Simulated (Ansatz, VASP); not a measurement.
Two plane-wave programs on KBr

```
K Br
1.0
     2.63396    1.52072    4.33369
    -2.63396    1.52072    4.33369
     0.00000   -3.04143    4.33369
K Br
1 1
Direct
  0.24876 0.24876 0.24876
  0.00000 0.00000 0.00000
```

Alike in both runs: task relaxation of cell and atoms; functional PBE; k mesh 6 × 6 × 6; occupations gaussian, width 0.02 eV; no spin polarisation.

```csv
,VASP,Ansatz
version,VASP 6.6.1,Ansatz 0.2.0
potentials or method,"VASP PAW PBE potentials, release 64 (K_sv, Br), cutoff 600 eV","scalar-relativistic, plane waves, PAW"
valence electrons in the cell,16,16
```

```tsv
	VASP	Ansatz	Ansatz less VASP
gap on the k mesh at the Fermi level, each at its own relaxed structure (eV)	4.23	4.23	+0.009
relaxed volume (Å³/atom)	51.68	51.49	-0.187
relaxed cell length with the largest relative difference (Å)	5.279	5.269	-0.0100
```
